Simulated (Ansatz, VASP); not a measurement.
# GaSb in VASP and in Ansatz

```
Ga Sb
1.0
    -2.75558    2.75558    1.54423
     2.75558   -2.75558    1.54423
     2.75558    2.75558   -1.54423
Ga Sb
1 1
Direct
  0.25000 0.75000 0.50000
  0.00000 0.00000 0.00000
```

Alike in both runs: task single point; functional PBEsol; k mesh 16 × 16 × 16; occupations gaussian, width 0.1 eV; no spin polarisation.

|  | VASP | Ansatz |
| --- | --- | --- |
| version | VASP 6.6.1 | Ansatz 0.2.0 |
| potentials or method | VASP PAW PBE potentials, release 64 (Ga_d, Sb), cutoff 520 eV | scalar-relativistic, plane waves, PAW |
| valence electrons in the cell | 18 | 28 |

|  | VASP | Ansatz | Ansatz less VASP |
| --- | --- | --- | --- |
| gap on the k mesh at the Fermi level (eV) | none | none | - |
| pressure (GPa) | -1.4 | -1.5 | -0.08 |
| traceless stress, the component that is largest in VASP (GPa) | 0.73 | 0.74 | +0.003 |

VASP's potentials were made for PBE, not for PBEsol. A gap of «none» marks a metal or a gap that the smearing closes. The functional is the same, so the differences come from potentials, cutoffs and numerics. VASP's potentials hold 18 valence electrons a cell and Ansatz's 28, so a difference there can come from the potentials and not from the codes.

Spin-orbit coupling is off throughout.
